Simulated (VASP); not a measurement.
# NaH in VASP: notebook, part 2 of 2

VASP 6.6.1. Earlier steps stand in the parts before.

## Step 3: G0W0 quasiparticle levels, PBE

This run uses another cell than the first one, of 13.78 Å³/atom.

POSCAR reads:

```
NaH
1.0
    0.0000000000      2.3975122885      2.3975122885
    2.3975122885      0.0000000000      2.3975122885
    2.3975122885      2.3975122885      0.0000000000
Na H
1 1
Direct
    0.0000000000      0.0000000000      0.0000000000
    0.5000000000      0.5000000000      0.5000000000
```

INCAR.step1 reads:

```
PREC = Accurate
ENCUT = 500
EDIFF = 1E-8
ISMEAR = 0
SIGMA = 0.01
LREAL = False
LASPH = True
NELM = 100
ALGO = Normal
LWAVE = True
LCHARG = False
GGA = PE
```

INCAR.step2 reads:

```
PREC = Accurate
ENCUT = 500
EDIFF = 1E-8
ISMEAR = 0
SIGMA = 0.01
LREAL = False
LASPH = True
NELM = 1
ALGO = Exact
LWAVE = True
LCHARG = False
GGA = PE
NBANDS = 119
LOPTICS = True
ISTART = 1
```

INCAR.step3 reads:

```
PREC = Accurate
ENCUT = 500
EDIFF = 1E-8
ISMEAR = 0
SIGMA = 0.01
LREAL = False
LASPH = True
ALGO = EVGW0
LWAVE = False
LCHARG = False
GGA = PE
NELMGW = 1
NBANDS = 119
ENCUTGW = 150.0
NOMEGA = 96
PRECFOCK = Fast
ISTART = 1
NBANDSGW = 13
OMEGAMAX = 20
```

KPOINTS reads:

```
regular mesh
0
Gamma
  6 6 6
```

Potentials or basis: VASP PAW PBE potentials, release 64 (Na_sv_GW, H_GW).

Started as:

```console
> cat potpaw_PBE.64/Na_sv_GW/POTCAR potpaw_PBE.64/H_GW/POTCAR > POTCAR
> cp INCAR.step1 INCAR
> mpirun -np 1 vasp_std > vasp.out
> cp INCAR.step2 INCAR
> mpirun -np 1 vasp_std > vasp.out
> cp INCAR.step3 INCAR
> mpirun -np 1 vasp_std > vasp.out
```

OUTCAR:

```text
PREC = Accurate
   ENCUT = 500
   EDIFF = 1E-8
   ISMEAR = 0
   LREAL = False
   LASPH = True
   GGA = PE
   NELMGW = 1
   ENCUTGW = 150.0
   PRECFOCK = Fast
   ISTART = 1

 ion  position               nearest neighbor table
   1  0.000  0.000  0.000-
   2  0.500  0.500  0.500-

  LATTYP: Found a face centered cubic cell.
 ALAT       =     4.7950245770

  Lattice vectors:

 A1 = (   0.0000000000,   2.3975122885,   2.3975122885)
 A2 = (   2.3975122885,   0.0000000000,   2.3975122885)
 A3 = (   2.3975122885,   2.3975122885,   0.0000000000)

Analysis of symmetry for initial positions (statically):
=====================================================================
 Subroutine PRICEL returns:
 Original cell was already a primitive cell.

 Routine SETGRP: Setting up the symmetry group for a
 face centered cubic supercell.

 Subroutine GETGRP returns: Found 48 space group operations
 (whereof 48 operations were pure point group operations)
 out of a pool of 48 trial point group operations.

The static configuration has the point symmetry O_h .

Analysis of symmetry for dynamics (positions and initial velocities):
=====================================================================
 Subroutine PRICEL returns:
 Original cell was already a primitive cell.

 Routine SETGRP: Setting up the symmetry group for a
 face centered cubic supercell.

 Subroutine GETGRP returns: Found 48 space group operations
 (whereof 48 operations were pure point group operations)
[... 113 lines left out ...]
     AMIX_MAG =   1.60;   BMIX_MAG =  1.00
  volume/ion in A,a.u.               =      13.78        93.00
  Fermi-wavevector in a.u.,A,eV,Ry     =   1.167627  2.206494 18.549529  1.363352
  Thomas-Fermi vector in A             =   2.304124
   LORBIT       =      0    0 simple, 1 ext, 2 COOP (PROOUT), +10 PAW based schemes
   GGA     = PE    functional components
   LHFCALC =     T    Hartree Fock is set to
   PRECFOCK=fast      Normal, Fast or Accurate (Low or Medium for compatibility)
   ENCUT4O =  -1.0   cutoff for four orbital integrals eV
   NKREDX  =     1    reduce k-point grid by
   NKREDY  =     1    reduce k-point grid by
   NKREDZ  =     1    reduce k-point grid by
   AEXX    =    1.0000 exact exchange contribution
   HFSCREEN=    0.0000 screening length (either q_TF or 0.3 A-1)
   HFSCREENC=   0.0000 screening length for correlation (either q_TF or 0.3 A-1)
   ENCUTFOCK=  -1.0 apply spherical cutoff to Coloumb kernel
   IVDW    =     0    specifies the selected vdW correction
   LEPSILON=     F    determine dielectric tensor
   LRPA    =     F    only Hartree local field effects (RPA)
   LRPAFORCE           =     F    calculate RPA forces
   ENCUTGW             = 150.0    cutoff for response function in eV
   ENCUTGWSOFT         = 120.0    soft cutoff for Coulomb kernel in GW response function in eV
   ENCUTLF             =  -1.0    cutoff for local field effects
   NELMGW              =     1    number of iterations in solving QP/BSE equation
   NELMHF              =     1    number of iterations in the inner HF iteration
   NKREDLFX            =     1    NKREDLFY  =   1   NKREDLFZ  =   1
 non-spin polarized calculation
 Gauss-broadening in eV      SIGMA  =   0.01
  energy-cutoff  :      500.00
  volume of cell :       27.56
 maximum number of plane-waves:       725
 NGX is ok and might be reduce to    28
  NGX = 14; NGY = 14; NGZ = 14
   NGX = 13   NGY = 13   NGZ = 13
 maximum number of plane-waves:       125

 QP shifts <psi_nk| G(iteration)W_0 |psi_nk>: iteration 1
 for sc-GW calculations column KS-energies equals QP-energies in previous step
 and V_xc(KS)=  KS-energies - (<T + V_ion + V_H > + <T+V_H+V_ion>^1  + <V_x>^1)

 k-point   1 :       0.0000    0.0000    0.0000
  band No.  KS-energies  QP-energies   sigma(KS)   V_xc(KS)     V^pw_x(r,r')   Z            occupation Imag(sigma)

      1     -51.2685     -59.5876     -40.6387     -29.2635     -49.1299       0.7313       2.0000       0.2931
      2     -23.1699     -28.1917     -35.0967     -28.3907     -41.4277       0.7489       2.0000       0.0718
      3     -23.1699     -28.1917     -35.0967     -28.3907     -41.4277       0.7489       2.0000       0.0718
      4     -23.1699     -28.1917     -35.0967     -28.3907     -41.4277       0.7489       2.0000       0.0718
      5      -4.7813      -6.3337     -11.2297      -8.9103     -13.9485       0.6693       2.0000       0.1589
      6       9.5326      10.2937      -9.6859     -10.8030      -4.9619       0.6813       0.0000      -0.2774
      7      14.6682      15.1438      -5.8499      -6.4634      -1.2546       0.7753       0.0000      -0.7576
      8      14.6682      15.1438      -5.8499      -6.4634      -1.2546       0.7753       0.0000      -0.7576
      9      14.6682      15.1438      -5.8499      -6.4634      -1.2546       0.7753       0.0000      -0.7576
     10      15.5868      16.7941      -7.3509      -8.7693      -2.8619       0.8512       0.0000      -0.9547
     11      15.5868      16.7941      -7.3509      -8.7693      -2.8619       0.8512       0.0000      -0.9547
     12      15.5868      16.7941      -7.3509      -8.7693      -2.8619       0.8512       0.0000      -0.9547
     13      16.5140      16.7391      -5.1326      -5.4083      -0.5889       0.8163       0.0000      -1.3149
[... 242 lines left out ...]
      1     -51.2585     -59.6814     -40.6557     -29.2833     -49.1495       0.7406       2.0000       0.2932
      2     -23.2458     -28.2069     -34.8841     -28.1950     -41.2015       0.7417       2.0000       0.0751
      3     -23.2178     -28.1932     -34.9637     -28.2699     -41.2876       0.7433       2.0000       0.0734
      4     -23.2055     -28.1881     -35.0018     -28.3005     -41.3264       0.7435       2.0000       0.0733
      5      -1.1538      -2.7348     -12.7163     -10.5876     -14.2415       0.7427       2.0000       0.0527
      6       4.1953       4.8532      -6.6728      -7.4999      -3.4909       0.7955       0.0000      -0.0645
      7       6.0925       6.7399      -6.3947      -7.2280      -2.8213       0.7769       0.0000      -0.0889
      8       7.7633       8.6395      -7.0473      -8.1982      -3.1803       0.7613       0.0000      -0.1182
      9      14.0436      14.5924      -6.3013      -6.9855      -1.7355       0.8023       0.0000      -0.7561
     10      14.2341      15.1603      -8.1174      -9.3028      -3.3255       0.7814       0.0000      -0.7873
     11      19.9758      21.2173      -7.4079      -8.9117      -2.5266       0.8256       0.0000      -1.3042
     12      20.1065      20.9120      -5.9451      -6.8698      -1.3350       0.8712       0.0000      -1.3339
     13      24.0351      25.3231      -7.4102      -8.9888      -2.3632       0.8159       0.0000      -1.5339
```

Wall time 4 min (1 thread of Intel Xeon Platinum 8488C (Sapphire Rapids), shared host); peak memory 0.59 GiB.

Results:

* Quasiparticle gap: 6.13 eV
* Least direct quasiparticle gap: 7.00 eV
* Band gap of the starting levels on the mesh: 3.85 eV
* Least direct gap of the starting levels on the mesh: 4.68 eV

Caveat: the k points lie up to 0.38 Å⁻¹ apart; bands, screening cutoff and mesh are small and nothing is extrapolated, so the quasiparticle values aren't converged; the structure was generated, so it needn't be the stable form of NaH.
